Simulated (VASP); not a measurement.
# AlNi3 (Pm-3m) in VASP: a series of runs

AlNi3 is run at these levels: PBEsol; tasks: single point.

Program: VASP 6.6.1. These are calculated values, not measurements. Logs are shortened: lines on timing, memory, paths and dates and some standing lists are left out, and cuts for length are marked.

## Step 1: The cell of the first run

It takes space group Pm-3m (No. 221, cubic). The conventional cell has a = 3.508 Å, b = 3.508 Å, c = 3.508 Å, α = 90.00°, β = 90.00°, γ = 90.00°. Within 3.3 Å of Ni (site symmetry 4/mmm) lie 8 Ni at 2.48 Å and 4 Al at 2.48 Å. Within 3.3 Å of Al (site symmetry m-3m) lie 12 Ni at 2.48 Å.

## Step 2: Single point, PBEsol, collinear spin, ferromagnetic start

File INCAR:

```
SYSTEM = AlNi3
PREC     = Accurate       ! precision mode
ENCUT    = 520            ! plane-wave cutoff, eV
EDIFF    = 1E-6           ! SCF threshold, eV
ISMEAR   = -1             ! smearing method
SIGMA    = 0.05           ! smearing width, eV
LREAL    = .False.        ! projectors in reciprocal space
LASPH    = .True.         ! aspherical terms in the spheres
NELM     = 150            ! most SCF steps
ALGO     = Normal         ! electronic algorithm
ISIF     = 2              ! what is computed and relaxed
LWAVE    = .False.        ! write WAVECAR
LCHARG   = .False.        ! write CHGCAR
ISPIN    = 2              ! spin polarisation
MAGMOM   = 1 1 1 0        ! initial moments
LORBIT   = 11             ! projections on sites
LMAXMIX  = 4              ! l up to which the mixer works
GGA      = PS             ! functional
NBANDS   = 28             ! bands
```

File KPOINTS:

```
Automatic mesh
0
Gamma
  8 8 8
  0 0 0
```

File POSCAR:

```
AlNi3
1.0
    3.5077966776      0.0000000000      0.0000000000
    0.0000000000      3.5077966776      0.0000000000
    0.0000000000      0.0000000000      3.5077966776
Ni Al
3 1
Direct
    0.5000000000      0.5000000000      0.0000000000
    0.5000000000      0.0000000000      0.5000000000
    0.0000000000      0.5000000000      0.5000000000
    0.0000000000      0.0000000000      0.0000000000
```

Potentials or basis: VASP PAW PBE potentials, release 64 (Ni, Al).

Launch:

```
> cat potpaw_PBE.64/Ni/POTCAR potpaw_PBE.64/Al/POTCAR > POTCAR
> mpirun -np 1 vasp_std > vasp.out
```

OUTCAR:

```text
SYSTEM = AlNi3
   PREC = Accurate
   ENCUT = 520
   EDIFF = 1E-6
   ISMEAR = -1
   LREAL = .False.
   LASPH = .True.
   NELM = 150
   ISIF = 2
   ISPIN = 2
   LORBIT = 11
   GGA = PS

 ion  position               nearest neighbor table
   1  0.500  0.500  0.000-   2 2.48   3 2.48   4 2.48   2 2.48   3 2.48   2 2.48   4 2.48   2 2.48
                             3 2.48   4 2.48   3 2.48   4 2.48
   2  0.500  0.000  0.500-   1 2.48   3 2.48   4 2.48   1 2.48   4 2.48   1 2.48   3 2.48   1 2.48
                             3 2.48   4 2.48   4 2.48   3 2.48
   3  0.000  0.500  0.500-   1 2.48   2 2.48   4 2.48   1 2.48   4 2.48   2 2.48   4 2.48   4 2.48
                             1 2.48   2 2.48   1 2.48   2 2.48
   4  0.000  0.000  0.000-   1 2.48   2 2.48   3 2.48   2 2.48   3 2.48   1 2.48   3 2.48   3 2.48
                             1 2.48   2 2.48   2 2.48   1 2.48

  LATTYP: Found a simple cubic cell.
 ALAT       =     3.5077966776

  Lattice vectors:

 A1 = (   3.5077966776,   0.0000000000,   0.0000000000)
 A2 = (   0.0000000000,   3.5077966776,   0.0000000000)
 A3 = (   0.0000000000,   0.0000000000,   3.5077966776)

Analysis of symmetry for initial positions (statically):
=====================================================================
 Subroutine PRICEL returns:
 Original cell was already a primitive cell.

 Routine SETGRP: Setting up the symmetry group for a
 simple cubic supercell.

 Subroutine GETGRP returns: Found 48 space group operations
 (whereof 48 operations were pure point group operations)
 out of a pool of 48 trial point group operations.

The static configuration has the point symmetry O_h .

Analysis of symmetry for dynamics (positions and initial velocities):
=====================================================================
 Subroutine PRICEL returns:
 Original cell was already a primitive cell.

 Routine SETGRP: Setting up the symmetry group for a
 simple cubic supercell.

 Subroutine GETGRP returns: Found 48 space group operations
 (whereof 48 operations were pure point group operations)
 out of a pool of 48 trial point group operations.

The dynamic configuration has the point symmetry O_h .

Analysis of structural, dynamic, and magnetic symmetry:
=====================================================================
 Subroutine PRICEL returns:
 Original cell was already a primitive cell.

 Routine SETGRP: Setting up the symmetry group for a
 simple cubic supercell.

 Subroutine GETGRP returns: Found 48 space group operations
 (whereof 48 operations were pure point group operations)
 out of a pool of 48 trial point group operations.

The overall configuration has the point symmetry O_h .

 Subroutine INISYM returns: Found 48 space group operations
 (whereof 48 operations are pure point group operations),
 and found     1 'primitive' translations
[... 125 lines left out ...]
   LHFCALC =     F    Hartree Fock is set to
   AEXX    =    0.0000 exact exchange contribution
   IVDW    =     0    specifies the selected vdW correction
   LEPSILON=     F    determine dielectric tensor
   LRPA    =     F    only Hartree local field effects (RPA)
 spin polarized calculation
  energy-cutoff  :      520.00
  volume of cell :       43.16
 maximum number of plane-waves:      1189
 NGX is ok and might be reduce to    28
   NGX = 13   NGY = 13   NGZ = 13

 number of electron      32.9999979 magnetization       0.6083137

 Free energy of the ion-electron system (eV)
  ---------------------------------------------------
  ext. energy  EPLUGINS =         0.00000000
  ---------------------------------------------------
  free energy    TOTEN  =       -24.30050199 eV

  energy without entropy =      -24.26853906  energy(sigma->0) =      -24.28452053

 E-fermi :   9.9423     XC(G=0): -13.0746

 val. band max:        9.9332940085   @ k =   0.5000   0.0000   0.0000
 cond. band min:       9.9527729295   @ k =   0.5000   0.2500   0.2500
 fundamental gap:      0.0194789209
 Fermi energy:         9.9423229817

 spin component 1

 k-point     1 :       0.0000    0.0000    0.0000
  band No.  band energies     occupation
      1      -0.3191      1.00000
      2       5.3949      1.00000
      3       6.0932      1.00000
      4       6.0932      1.00000
      5       6.4786      1.00000
      6       6.4786      1.00000
[... 733 lines left out ...]
     27      25.1154      0.00000
     28      25.3839      0.00000

 [... further k-points ...]

 spin component 2

 k-point     1 :       0.0000    0.0000    0.0000
  band No.  band energies     occupation
      1      -0.3353      1.00000
      2       5.4768      1.00000
      3       6.2235      1.00000
      4       6.2235      1.00000
      5       6.7086      1.00000
      6       6.7086      1.00000
[... 733 lines left out ...]
     27      25.0998      0.00000
     28      25.4142      0.00000

 [... further k-points ...]
[... 5 lines left out ...]
  --------------------------------------------------------------------------------------
  -------------------------------------------------------------------------------------
  Total        0.5635777      0.5635777      0.5635777      0.0000000     -0.0000000      0.0000000
  in kB       20.9199726     20.9199726     20.9199726      0.0000000     -0.0000000      0.0000000
  external PRESSURE =      20.9199726 kB  Pullay stress =       0.0000000 kB

 VOLUME and BASIS-vectors are now :
 -----------------------------------------------------------------------------
  energy-cutoff  :      520.00
  volume of cell :       43.16
      direct lattice vectors                 reciprocal lattice vectors
     3.507796678  0.000000000  0.000000000     0.285079237  0.000000000  0.000000000
     0.000000000  3.507796678  0.000000000     0.000000000  0.285079237  0.000000000
     0.000000000  0.000000000  3.507796678     0.000000000  0.000000000  0.285079237

 POSITION                                       TOTAL-FORCE (eV/Angst)
 -----------------------------------------------------------------------------------
      1.75390      1.75390      0.00000         0.000000      0.000000      0.000000
      1.75390      0.00000      1.75390         0.000000      0.000000      0.000000
      0.00000      1.75390      1.75390         0.000000      0.000000      0.000000
      0.00000      0.00000      0.00000         0.000000      0.000000      0.000000
 -----------------------------------------------------------------------------------
    total drift:                                0.000000      0.000000      0.000000

  FREE ENERGIE OF THE ION-ELECTRON SYSTEM (eV)
  ---------------------------------------------------
  free  energy   TOTEN  =       -24.3005019881 eV

  energy  without entropy=      -24.2685390620  energy(sigma->0) =      -24.28452053

 total charge

# of ion       s       p       d       tot
------------------------------------------
    1        0.516   0.561   8.404   9.482
    2        0.516   0.561   8.404   9.482
    3        0.516   0.561   8.404   9.482
    4        0.411   0.409   0.000   0.821
--------------------------------------------------
tot          1.961   2.094  25.211  29.265

 magnetization (x)

# of ion       s       p       d       tot
------------------------------------------
    1       -0.002  -0.007   0.223   0.214
    2       -0.002  -0.007   0.223   0.214
    3       -0.002  -0.007   0.223   0.214
    4       -0.000  -0.007   0.000  -0.007
--------------------------------------------------
tot         -0.008  -0.027   0.669   0.634
```

Run time: 68 s. Hardware: 1 thread of Intel Xeon Platinum 8124M at 3.00GHz (Skylake/Cascade Lake), shared host; peak memory 0.21 GiB.

What came out:

| Item | Value |
| --- | --- |
| Free energy | -24.3005 eV |
| Pressure | 2.1 GPa |
| Net moment | 0.61 μB per cell |
| Site moments | Ni +0.21; Al -0.01 μB |
| Valence electrons inside the program's atomic spheres | Ni 9.48; Al 0.82 |

Levels at points of the mesh, in eV from the Fermi level:
Spin up:
| k point | band 13 | band 14 | band 15 | band 16 | band 17 | band 18 | band 19 | band 20 | band 21 | band 22 |
| --- | --- | --- | --- | --- | --- | --- | --- | --- | --- | --- |
| (0.00, 0.00, 0.00) | -0.22 | -0.01 | -0.01 | -0.01 | 0.88 | 0.88 | 0.88 | 6.81 | 6.81 | 7.74 |
| (0.50, 0.00, 0.00) | -1.24 | -1.19 | -1.06 | -0.48 | -0.01 | 5.71 | 5.71 | 5.75 | 5.75 | 6.60 |
| (0.50, 0.50, 0.00) | -1.34 | -1.23 | -0.98 | -0.98 | -0.58 | 0.94 | 0.94 | 8.37 | 8.37 | 8.51 |
| (0.50, 0.50, 0.50) | -1.33 | -1.09 | -1.09 | -0.27 | -0.20 | -0.20 | -0.20 | 3.72 | 4.24 | 4.24 |
Spin down:
| k point | band 14 | band 15 | band 16 | band 17 | band 18 | band 19 |
| --- | --- | --- | --- | --- | --- | --- |
| (0.00, 0.00, 0.00) | 0.34 | 0.34 | 0.34 | 0.86 | 0.86 | 0.86 |
| (0.50, 0.00, 0.00) | -0.99 | -0.86 | -0.31 | 0.34 | 5.76 | 5.76 |
| (0.50, 0.50, 0.00) | -1.12 | -0.81 | -0.65 | -0.46 | 1.18 | 1.18 |
| (0.50, 0.50, 0.50) | -0.92 | -0.92 | -0.27 | 0.10 | 0.10 | 0.10 |

Caveat: the PAW data sets were made with another functional, which shifts forces and pressure a little.

## Step 3: Single point, PBEsol, collinear spin, zero start

This run uses another cell than the first one, of 10.93 Å³/atom, 1.013 times its volume.

File INCAR:

```
PREC = Accurate ; ENCUT = 520
EDIFF = 1E-6 ; ISMEAR = -1
SIGMA = 0.05 ; LREAL = F
LASPH = T ; NELM = 150
ALGO = Normal ; ISIF = 2
LWAVE = F ; LCHARG = F
ISPIN = 2 ; MAGMOM = 0 0 0 0
LORBIT = 11 ; NUPDOWN = 0.0
LMAXMIX = 4 ; GGA = PS
NBANDS = 28
```

File KPOINTS:

```
Automatic mesh
0
Gamma
  6 6 6
```

File POSCAR:

```
AlNi3
1.0
    3.5230547267      0.0000000000      0.0000000000
    0.0000000000      3.5230547267      0.0000000000
    0.0000000000      0.0000000000      3.5230547267
Ni Al
3 1
Direct
    0.5000000000      0.5000000000      0.0000000000
    0.5000000000      0.0000000000      0.5000000000
    0.0000000000      0.5000000000      0.5000000000
    0.0000000000      0.0000000000      0.0000000000
```

Potentials or basis: VASP PAW PBE potentials, release 64 (Ni, Al).

Launch:

```
> cat potpaw_PBE.64/Ni/POTCAR potpaw_PBE.64/Al/POTCAR > POTCAR
> mpirun -np 1 vasp_std > vasp.out
```

OUTCAR:

```text
PREC = Accurate
   ENCUT = 520
   EDIFF = 1E-6
   ISMEAR = -1
   LREAL = F
   LASPH = T
   NELM = 150
   ISIF = 2
   ISPIN = 2
   LORBIT = 11
   NUPDOWN = 0.0
   GGA = PS

 ion  position               nearest neighbor table
   1  0.500  0.500  0.000-   2 2.49   3 2.49   4 2.49   2 2.49   3 2.49   2 2.49   4 2.49   2 2.49
                             3 2.49   4 2.49   3 2.49   4 2.49
   2  0.500  0.000  0.500-   1 2.49   3 2.49   4 2.49   1 2.49   4 2.49   1 2.49   3 2.49   1 2.49
                             3 2.49   4 2.49   4 2.49   3 2.49
   3  0.000  0.500  0.500-   1 2.49   2 2.49   4 2.49   1 2.49   4 2.49   2 2.49   4 2.49   4 2.49
                             1 2.49   2 2.49   1 2.49   2 2.49
[... 1470 lines left out ...]
     0.000000000  0.000000000  3.523054727     0.000000000  0.000000000  0.283844583

 POSITION                                       TOTAL-FORCE (eV/Angst)
 -----------------------------------------------------------------------------------
      1.76153      1.76153      0.00000         0.000000      0.000000      0.000000
      1.76153      0.00000      1.76153         0.000000      0.000000      0.000000
      0.00000      1.76153      1.76153         0.000000      0.000000      0.000000
      0.00000      0.00000      0.00000         0.000000      0.000000      0.000000
 -----------------------------------------------------------------------------------
    total drift:                                0.000000      0.000000      0.000000

  FREE ENERGIE OF THE ION-ELECTRON SYSTEM (eV)
  ---------------------------------------------------
  free  energy   TOTEN  =       -24.2986877396 eV

  energy  without entropy=      -24.2495914861  energy(sigma->0) =      -24.27413961

 total charge

# of ion       s       p       d       tot
------------------------------------------
    1        0.510   0.548   8.397   9.456
    2        0.510   0.548   8.397   9.456
    3        0.510   0.548   8.397   9.456
    4        0.410   0.405   0.000   0.814
--------------------------------------------------
tot          1.941   2.050  25.192  29.183

 magnetization (x)

# of ion       s       p       d       tot
------------------------------------------
    1        0.000   0.000  -0.000   0.000
    2        0.000   0.000  -0.000   0.000
    3        0.000   0.000  -0.000   0.000
    4       -0.000   0.000   0.000  -0.000
--------------------------------------------------
tot          0.000   0.000  -0.000   0.000
```

stdout:

```text
POSCAR found type information on POSCAR NiAl
 POSCAR found :  2 types and       4 ions
 scaLAPACK will be used
 -----------------------------------------------------------------------------
|                                                                             |
|                                                                             |
|     You enforced a specific xc type in the INCAR file but a different       |
|     I HOPE YOU KNOW WHAT YOU ARE DOING!                                     |
|                                                                             |
 -----------------------------------------------------------------------------

 LDA part: xc-table for (Slater+PW92), standard interpolation
 POSCAR, INCAR and KPOINTS ok, starting setup
 FFT: planning ... GRIDC
 FFT: planning ... GRID_SOFT
 FFT: planning ... GRID
 WAVECAR not read
 entering main loop
```

It took 45 s on 1 thread of AMD EPYC 7R43 (Zen 3), shared host; peak memory 0.15 GiB.

Results:

```yaml
Free_energy: -24.2987 eV
Pressure: -0.6 GPa
Net_moment: 0.00 μB per cell
Valence_electrons_inside_the_program's_atomic_spheres: Ni 9.46; Al 0.81
```

Caveat: the PAW data sets were made with another functional, which shifts forces and pressure a little; the total moment is fixed, so each spin has its own Fermi level.

## Step 4: Single point, PBEsol, collinear spin, ferromagnetic start

This run uses another cell than the first one, of 10.93 Å³/atom, 1.013 times its volume.

File INCAR:

```
PREC     = Accurate       # precision mode
ENCUT    = 520            # plane-wave cutoff, eV
EDIFF    = 1E-6           # SCF threshold, eV
ISMEAR   = -1             # smearing method
SIGMA    = 0.05           # smearing width, eV
LREAL    = False          # projectors in reciprocal space
LASPH    = True           # aspherical terms in the spheres
NELM     = 150            # most SCF steps
ALGO     = Normal         # electronic algorithm
ISIF     = 2              # what is computed and relaxed
LWAVE    = False          # write WAVECAR
LCHARG   = False          # write CHGCAR
ISPIN    = 2              # spin polarisation
MAGMOM   = 0.266667 0.266667 0.266667 0 # initial moments
LORBIT   = 11             # projections on sites
NUPDOWN  = 0.8            # fixed moment
LMAXMIX  = 4              # l up to which the mixer works
GGA      = PS             # functional
NBANDS   = 28             # bands
```

File KPOINTS:

```
regular mesh
0
Gamma
  6 6 6
```

POSCAR is that of step 3.

Launch:

```
> cat potpaw_PBE.64/Ni/POTCAR potpaw_PBE.64/Al/POTCAR > POTCAR
> mpirun -np 1 vasp_std > vasp.out
```

Run time: 49 s. Hardware: 1 thread of AMD EPYC 7R43 (Zen 3), shared host; peak memory 0.15 GiB.

The run converged. Its results:

```yaml
Free_energy: -24.3032 eV
Pressure: -0.4 GPa
Net_moment: 0.80 μB per cell
Site_moments: Ni +0.28; Al -0.01 μB
Valence_electrons_inside_the_program's_atomic_spheres: Ni 9.46; Al 0.81
```

Caveat: the PAW data sets were made with another functional, which shifts forces and pressure a little; the total moment is fixed, so each spin has its own Fermi level.

## Step 5: Single point, PBEsol, collinear spin, ferromagnetic start

This run uses another cell than the first one, of 10.93 Å³/atom, 1.013 times its volume.

File INCAR:

```
SYSTEM = AlNi3
ALGO     = Normal         ! electronic algorithm
EDIFF    = 1E-7           ! SCF threshold, eV
ENCUT    = 520            ! plane-wave cutoff, eV
GGA      = PS             ! functional
ISIF     = 2              ! what is computed and relaxed
ISMEAR   = -1             ! smearing method
ISPIN    = 2              ! spin polarisation
LASPH    = .TRUE.         ! aspherical terms in the spheres
LCHARG   = .FALSE.        ! write CHGCAR
LMAXMIX  = 4              ! l up to which the mixer works
LORBIT   = 11             ! projections on sites
LREAL    = .FALSE.        ! projectors in reciprocal space
LWAVE    = .FALSE.        ! write WAVECAR
MAGMOM   = 0.5 0.5 0.5 0  ! initial moments
NBANDS   = 28             ! bands
NELM     = 150            ! most SCF steps
NUPDOWN  = 1.5            ! fixed moment
PREC     = Accurate       ! precision mode
SIGMA    = 0.05           ! smearing width, eV
```

File KPOINTS:

```
k-points
0
G
  6 6 6
  0 0 0
```

POSCAR is that of step 4.

Launch:

```
> cat potpaw_PBE.64/Ni/POTCAR potpaw_PBE.64/Al/POTCAR > POTCAR
> mpirun -np 1 vasp_std > vasp.out
```

Run time: 48 s. Hardware: 1 thread of AMD EPYC 7R43 (Zen 3), shared host; peak memory 0.15 GiB.

It converged, with:

- Free energy: -24.1107 eV
- Pressure: 0.9 GPa
- Net moment: 1.50 μB per cell
- Site moments: Ni +0.48; Al +0.01 μB
- Valence electrons inside the program's atomic spheres: Ni 9.45; Al 0.82

Caveat: the PAW data sets were made with another functional, which shifts forces and pressure a little; the total moment is fixed, so each spin has its own Fermi level.

## Step 6: Single point, PBEsol, collinear spin, ferromagnetic start

This run uses another cell than the first one, of 10.93 Å³/atom, 1.013 times its volume.

File INCAR:

```
SYSTEM = AlNi3
  ALGO = Normal
  EDIFF = 1E-6
  ENCUT = 520
  GGA = PS
  ISIF = 2
  ISMEAR = -1
  ISPIN = 2
  LASPH = .TRUE.
  LCHARG = .FALSE.
  LMAXMIX = 4
  LORBIT = 11
  LREAL = .FALSE.
  LWAVE = .FALSE.
  MAGMOM = 0.733333 0.733333 0.733333 0
  NBANDS = 28
  NELM = 150
  NUPDOWN = 2.2
  PREC = Accurate
  SIGMA = 0.05
```

KPOINTS is that of step 5.

POSCAR is that of step 5.

Potentials or basis: VASP PAW PBE potentials, release 64 (Ni, Al).

Launch:

```
> cat potpaw_PBE.64/Ni/POTCAR potpaw_PBE.64/Al/POTCAR > POTCAR
> mpirun -np 1 vasp_std > vasp.out
```

Wall time 43 s (1 thread of AMD EPYC 7R43 (Zen 3), shared host); peak memory 0.15 GiB.

It converged, with:

```yaml
Free_energy: -23.7805 eV
Pressure: 3.1 GPa
Net_moment: 2.20 μB per cell
Site_moments: Ni +0.69; Al +0.03 μB
Valence_electrons_inside_the_program's_atomic_spheres: Ni 9.44; Al 0.83
```

Caveat: the PAW data sets were made with another functional, which shifts forces and pressure a little; the total moment is fixed, so each spin has its own Fermi level.

## Step 7: The runs side by side

```csv
spin,fixed moment (μB),cell,k mesh,pressure (GPa),moment (μB)
"collinear, ferromagnetic start",-,"a = 3.508 Å, 4 atoms",8 × 8 × 8,2.1,0.61
"collinear, zero start",0.0,"a = 3.523 Å, 4 atoms",6 × 6 × 6,-0.6,0.00
"collinear, ferromagnetic start",0.8,"a = 3.523 Å, 4 atoms",6 × 6 × 6,-0.4,0.80
"collinear, ferromagnetic start",1.5,"a = 3.523 Å, 4 atoms",6 × 6 × 6,0.9,1.50
"collinear, ferromagnetic start",2.2,"a = 3.523 Å, 4 atoms",6 × 6 × 6,3.1,2.20
```

Alike in all rows: task single point; level PBEsol; potentials or basis VASP PAW PBE potentials, release 64 (Ni, Al); cutoff (eV) 520; smearing fermi-dirac 0.05 eV.

Caveats: the PAW data sets were made with another functional, which shifts forces and pressure a little; the total moment is fixed, so each spin has its own Fermi level (some runs).

Absolute energies hang on the potentials; compare differences alone.
